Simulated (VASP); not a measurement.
ScGaN:

```
Sc Ga N
1.0
     3.85213    0.00000    0.00000
    -1.92606    3.33604    0.00000
     0.00000    0.00000    3.85603
Sc Ga N
1 1 1
Direct
  0.33333 0.66667 0.50000
  0.66667 0.33333 0.00000
  0.00000 0.00000 0.50000
```

```yaml
Program: VASP 6.6.1
Task: relaxation of cell and atoms
Functional: PBE
Potentials_or_basis: VASP PAW PBE potentials, release 64 (Sc_sv, Ga_d, N)
Cutoff: 600 eV
k_mesh: 6 × 6 × 4
Occupations: gaussian, width 0.1 eV
Spin: no spin polarisation
```

At the start: pressure -6.2 GPa; volume 16.52 Å³/atom.

**Question.** How do energy, volume and symmetry change on relaxing?

**Answer.** Over 10 steps the energy falls by 258.3 meV/atom and the volume is 17.79 Å³/atom (+7.7 %); space group P-6m2 (No. 187, to 0.05 Å).

Step by step:
```tsv
step	energy change (eV)	largest force (eV/Å)	pressure (GPa)	volume (Å³)
1	0.0000	0.0000	-6.22	49.55
2	-0.4213	0.0000	7.35	44.88
3	-0.4210	0.0000	7.88	44.75
4	-0.6463	0.0000	4.43	47.79
5	-0.7565	0.0000	2.32	51.17
6	-0.6461	0.0000	0.74	57.54
7	-0.7692	0.0000	1.58	52.92
8	-0.7696	0.0000	1.65	52.71
9	-0.7665	0.0000	-1.83	54.23
10	-0.7750	0.0000	0.05	53.38
```

Final structure:
```xyz
3
Lattice="3.5325 0.0000 0.0000 -1.7662 3.0592 0.0000 0.0000 0.0000 4.9392" Properties=species:S:1:pos:R:3 pbc="T T T"
Sc    0.0000    2.0395    2.4696
Ga    1.7662    1.0197    0.0000
N     0.0000    0.0000    2.4696
```

Caveat: the k points lie up to 0.34 Å⁻¹ apart in the final cell.
